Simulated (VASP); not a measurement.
# Cs (Im-3m) in VASP: a series of runs

The runs below take Cs through single point, with PBE.

All numbers are computed with VASP 6.6.1; they aren't measurements. Logs are shortened: lines on timing, memory, paths and dates and some standing lists are left out, and cuts for length are marked.

## (1) The cell of the first run

It takes space group Im-3m (No. 229, cubic). Conventional cell: a = 6.067 Å, b = 6.067 Å, c = 6.067 Å, α = 90.00°, β = 90.00°, γ = 90.00°.

## (2) Single point, PBE

Contents of INCAR:

```
SYSTEM = Cs
PREC = Accurate ; ENCUT = 500
EDIFF = 1E-6 ; ISMEAR = -1
SIGMA = 0.1 ; LREAL = .FALSE.
LASPH = .TRUE. ; NELM = 120
ALGO = Normal ; ISIF = 2
LWAVE = .FALSE. ; LCHARG = .FALSE.
GGA = PE ; NBANDS = 10
GGA_COMPAT = .FALSE.
```

Contents of KPOINTS:

```
regular mesh
0
G
  2 2 2
  0 0 0
```

Contents of POSCAR:

```
Cs
1.0
   -3.0335000000      3.0335000000      3.0335000000
    3.0335000000     -3.0335000000      3.0335000000
    3.0335000000      3.0335000000     -3.0335000000
Cs
1
Direct
    0.0000000000      0.0000000000      0.0000000000
```

Potentials or basis: VASP PAW PBE potentials, release 64 (Cs_sv).

Command:

```console
> cat potpaw_PBE.64/Cs_sv/POTCAR > POTCAR
> mpirun -np 1 vasp_std > vasp.out
```

OUTCAR:

```text
SYSTEM = Cs
   PREC = Accurate
   ENCUT = 500
   EDIFF = 1E-6
   ISMEAR = -1
   LREAL = .FALSE.
   LASPH = .TRUE.
   NELM = 120
   ISIF = 2
   GGA = PE

 ion  position               nearest neighbor table
   1  0.000  0.000  0.000-

  LATTYP: Found a body centered cubic cell.
 ALAT       =     6.0670000000

  Lattice vectors:

 A1 = (  -3.0335000000,   3.0335000000,   3.0335000000)
 A2 = (   3.0335000000,  -3.0335000000,   3.0335000000)
 A3 = (   3.0335000000,   3.0335000000,  -3.0335000000)

Analysis of symmetry for initial positions (statically):
=====================================================================
 Subroutine PRICEL returns:
 Original cell was already a primitive cell.

 Routine SETGRP: Setting up the symmetry group for a
 body centered cubic supercell.

 Subroutine GETGRP returns: Found 48 space group operations
 (whereof 48 operations were pure point group operations)
 out of a pool of 48 trial point group operations.

The static configuration has the point symmetry O_h .

Analysis of symmetry for dynamics (positions and initial velocities):
=====================================================================
 Subroutine PRICEL returns:
 Original cell was already a primitive cell.

 Routine SETGRP: Setting up the symmetry group for a
 body centered cubic supercell.

 Subroutine GETGRP returns: Found 48 space group operations
 (whereof 48 operations were pure point group operations)
 out of a pool of 48 trial point group operations.

The dynamic configuration has the point symmetry O_h .

 Subroutine INISYM returns: Found 48 space group operations
 (whereof 48 operations are pure point group operations),
 and found     1 'primitive' translations

----------------------------------------------------------------------------------------

                                     Primitive cell

  volume of cell :     111.6586

  direct lattice vectors                    reciprocal lattice vectors
    -3.033500000  3.033500000  3.033500000     0.000000000  0.164826108  0.164826108
     3.033500000 -3.033500000  3.033500000     0.164826108  0.000000000  0.164826108
     3.033500000  3.033500000 -3.033500000     0.164826108  0.164826108  0.000000000

  length of vectors
     5.254176125  5.254176125  5.254176125     0.233099318  0.233099318  0.233099318
[... 57 lines left out ...]
   EDIFF  = 0.1E-05   stopping-criterion for ELM
   LREAL  =      F    real-space projection
   EDIFFG = 0.1E-04   stopping-criterion for IOM
   NSW    =      0    number of steps for IOM
   IBRION =     -1    ionic relax: 0-MD 1-quasi-New 2-CG
   NFREE  =      0    steps in history (QN), initial steepest desc. (CG)
   ISIF   =      2    stress and relaxation
   ISYM   =      2    0-nonsym 1-usesym 2-fastsym
   POTIM  = 0.5000    time-step for ionic-motion
   TEBEG  =    0.0;   TEEND  =   0.0 temperature during run
   PSTRESS=    0.0 pullay stress
   NELECT =       9.0000    total number of electrons
   NUPDOWN=      -1.0000    fix difference up-down
   EMIN   =  10.00;   EMAX   =-10.00  energy-range for DOS
   EFERMI =   0.00;   METHOD = LEGACY
   ISMEAR =    -1;   SIGMA  =   0.10  broadening in eV -4-tet -1-fermi 0-gaus
   EFERMI_NEDOS =   21; number of points for ismear=-14 and -15
   IALGO  =     38    algorithm
   IMIX   =      4    mixing-type and parameters
     AMIX     =   0.40;   BMIX     =  1.00
     AMIX_MAG =   1.60;   BMIX_MAG =  1.00
  volume/ion in A,a.u.               =     111.66       753.51
  Fermi-wavevector in a.u.,A,eV,Ry     =   0.707172  1.336361  6.804166  0.500092
  Thomas-Fermi vector in A             =   1.793149
   LORBIT       =      0    0 simple, 1 ext, 2 COOP (PROOUT), +10 PAW based schemes
   GGA     = PE    functional components
   LHFCALC =     F    Hartree Fock is set to
   AEXX    =    0.0000 exact exchange contribution
   IVDW    =     0    specifies the selected vdW correction
   LEPSILON=     F    determine dielectric tensor
   LRPA    =     F    only Hartree local field effects (RPA)
 non-spin polarized calculation
  energy-cutoff  :      500.00
  volume of cell :      111.66
 maximum number of plane-waves:      2899
 NGX is ok and might be reduce to    40
   NGX = 19   NGY = 19   NGZ = 19

 number of electron       8.9999999 magnetization

 Free energy of the ion-electron system (eV)
  ---------------------------------------------------
  ext. energy  EPLUGINS =         0.00000000
  ---------------------------------------------------
  free energy    TOTEN  =        -0.77407194 eV

  energy without entropy =       -0.66913232  energy(sigma->0) =       -0.72160213

 E-fermi :   0.5866     XC(G=0):  -5.4441

 val. band max:       -1.1410467017   @ k =   0.0000   0.0000   0.0000
 cond. band min:       0.5869781884   @ k =   0.5000   0.0000   0.0000
 fundamental gap:      1.7280248902
 Fermi energy:         0.5866361441

 k-point     1 :       0.0000    0.0000    0.0000
  band No.  band energies     occupation
      1     -23.2616      2.00000
      2     -10.0006      2.00000
      3     -10.0006      2.00000
      4     -10.0006      2.00000
      5      -1.1410      2.00000
      6       3.0588      0.00000
      7       3.0588      0.00000
      8       3.0588      0.00000
      9       3.9593      0.00000
     10       3.9593      0.00000
[... 14 lines left out ...]
 k-point     3 :       0.5000    0.5000    0.5000
  band No.  band energies     occupation
      1     -23.2476      2.00000
      2     -10.1092      2.00000
      3     -10.1092      2.00000
      4     -10.1092      2.00000
      5       1.1989      0.00438
      6       1.1989      0.00438
      7       3.6510      0.00000
      8       3.6510      0.00000
      9       3.6510      0.00000
     10       5.0636      0.00000

------------------------ aborting loop because EDIFF is reached ----------------------------------------

  FORCE on cell =-STRESS in cart. coord.  units (eV):
  Direction    XX          YY          ZZ          XY          YZ          ZX
  --------------------------------------------------------------------------------------
  -------------------------------------------------------------------------------------
  Total       -0.3218095     -0.3218095     -0.3218095     -0.0000000     -0.0000000      0.0000000
  in kB       -4.6176117     -4.6176117     -4.6176117     -0.0000000     -0.0000000      0.0000000
  external PRESSURE =      -4.6176117 kB  Pullay stress =       0.0000000 kB

 VOLUME and BASIS-vectors are now :
 -----------------------------------------------------------------------------
  energy-cutoff  :      500.00
  volume of cell :      111.66
      direct lattice vectors                 reciprocal lattice vectors
    -3.033500000  3.033500000  3.033500000     0.000000000  0.164826108  0.164826108
     3.033500000 -3.033500000  3.033500000     0.164826108  0.000000000  0.164826108
     3.033500000  3.033500000 -3.033500000     0.164826108  0.164826108  0.000000000

 POSITION                                       TOTAL-FORCE (eV/Angst)
 -----------------------------------------------------------------------------------
      0.00000      0.00000      0.00000         0.000000     -0.000000      0.000000
 -----------------------------------------------------------------------------------
    total drift:                               -0.000000      0.000000     -0.000000

  FREE ENERGIE OF THE ION-ELECTRON SYSTEM (eV)
  ---------------------------------------------------
  free  energy   TOTEN  =        -0.7740719409 eV

  energy  without entropy=       -0.6691323166  energy(sigma->0) =       -0.72160213
```

OSZICAR:

```text
N       E                     dE             d eps       ncg     rms          rms(c)
DAV:   1     0.573085770079E+02    0.57309E+02   -0.28113E+03    60   0.591E+02
DAV:   2     0.395967664268E+01   -0.53349E+02   -0.52064E+02    82   0.105E+02
DAV:   3    -0.719244220060E+00   -0.46789E+01   -0.46742E+01    70   0.399E+01
DAV:   4    -0.774860970883E+00   -0.55617E-01   -0.55614E-01    92   0.495E+00
DAV:   5    -0.774906408204E+00   -0.45437E-04   -0.45437E-04    80   0.903E-02    0.146E-01
DAV:   6    -0.774214486613E+00    0.69192E-03   -0.11643E-03    68   0.160E-01    0.722E-02
DAV:   7    -0.774047517887E+00    0.16697E-03   -0.10864E-03    84   0.157E-01    0.166E-02
DAV:   8    -0.774071999790E+00   -0.24482E-04   -0.25963E-05    66   0.299E-02    0.198E-03
DAV:   9    -0.774071940898E+00    0.58892E-07   -0.39830E-07    68   0.297E-03
   1 F= -.77407194E+00 E0= -.72160213E+00  d E =-.104940E+00
```

stdout:

```text
POSCAR found type information on POSCAR Cs
 POSCAR found :  1 types and       1 ions
 scaLAPACK will be used
 LDA part: xc-table for (Slater+PW92), standard interpolation
 POSCAR, INCAR and KPOINTS ok, starting setup
 FFT: planning ... GRIDC
 FFT: planning ... GRID_SOFT
 FFT: planning ... GRID
 WAVECAR not read
 entering main loop
```

Run time: 13 s. Hardware: 1 thread of Intel Xeon Platinum 8488C (Sapphire Rapids), shared host; peak memory 0.22 GiB.

What came out:

```
Free energy : -0.7741 eV
Pressure    : -0.5 GPa
```

Levels at points of the mesh, in eV from the Fermi level:
```tsv
k point	band 1	band 2	band 3	band 4	band 5	band 6	band 7	band 8	band 9
(0.00, 0.00, 0.00)	-23.85	-10.59	-10.59	-10.59	-1.73	2.47	2.47	2.47	3.37
(0.50, 0.00, 0.00)	-23.84	-10.74	-10.64	-10.59	0.00	0.90	1.61	3.21	3.82
(0.50, 0.50, 0.50)	-23.83	-10.70	-10.70	-10.70	0.61	0.61	3.06	3.06	3.06
```

Caveat: the k points lie up to 0.73 Å⁻¹ apart; spin-orbit coupling is left out, which moves the levels of the heavy elements.

## (3) Single point, PBE

Contents of INCAR:

```
SYSTEM = Cs
ALGO     = Normal         ! electronic algorithm
EDIFF    = 1E-6           ! SCF threshold, eV
ENCUT    = 500            ! plane-wave cutoff, eV
GGA      = PE             ! functional
GGA_COMPAT= .False.      
ISIF     = 2              ! what is computed and relaxed
ISMEAR   = -1             ! smearing method
LASPH    = .True.         ! aspherical terms in the spheres
LCHARG   = .False.        ! write CHGCAR
LREAL    = .False.        ! projectors in reciprocal space
LWAVE    = .False.        ! write WAVECAR
NBANDS   = 10             ! bands
NELM     = 120            ! most SCF steps
PREC     = Accurate       ! precision mode
SIGMA    = 0.1            ! smearing width, eV
```

Contents of KPOINTS:

```
k-points
0
Gamma
  3 3 3
  0 0 0
```

POSCAR is that of step 2.

Potentials or basis: VASP PAW PBE potentials, release 64 (Cs_sv).

Command:

```console
> cat potpaw_PBE.64/Cs_sv/POTCAR > POTCAR
> mpirun -np 1 vasp_std > vasp.out
```

It used 9.4 s of CPU time on 1 thread of Intel(R) Xeon(R) Platinum 8488C (Sapphire Rapids), with other jobs on the host.

The run converged. Its results:

```yaml
Free_energy: -0.9353 eV
Pressure: 0.0 GPa
```

Levels at points of the mesh, in eV from the Fermi level:
```
           k point  band 1  band 2  band 3  band 4  band 5  band 6  band 7  band 8  band 9
(0.00, 0.00, 0.00)  -23.85  -10.58  -10.58  -10.58   -1.71    2.51    2.51    2.51    3.39
```

Caveat: the k points lie up to 0.49 Å⁻¹ apart; spin-orbit coupling is left out, which moves the levels of the heavy elements.
